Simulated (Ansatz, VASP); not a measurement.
Two plane-wave programs on Fe

```
Fe
1.0
     2.54285    0.00000    0.00000
    -1.27143    2.20218    0.00000
     0.00000    0.00000    4.34615
Fe
2
Direct
  0.33333 0.66667 0.25000
  0.66667 0.33333 0.75000
```

Alike in both runs: task single point; functional r2SCAN; k mesh 16 × 16 × 8; occupations fermi-dirac, width 0.05 eV; collinear spin.

|  | VASP | Ansatz |
| --- | --- | --- |
| version | VASP 6.6.1 | Ansatz 0.2.0 |
| potentials or method | VASP PAW PBE potentials, release 64 (Fe), cutoff 520 eV | plane waves (500 eV) with PAW, scalar-relativistic |
| valence electrons in the cell | 16 | 32 |

```csv
,VASP,Ansatz,Ansatz less VASP
pressure (GPa),-5.0,-4.8,+0.22
"traceless stress, the component that is largest in VASP (GPa)",2.15,1.75,-0.395
net moment per atom (μB),0.00,0.00,0.000
size of the moment on the site where the two differ most (μB),2.76,2.77,+0.008
```

VASP's potentials were made for PBE, not for r2SCAN. Site moments also hang on the region over which each program counts them. VASP's potentials hold 16 valence electrons a cell and Ansatz's 32, so a difference there can come from the potentials and not from the codes. Ansatz's warnings: stability check not made.
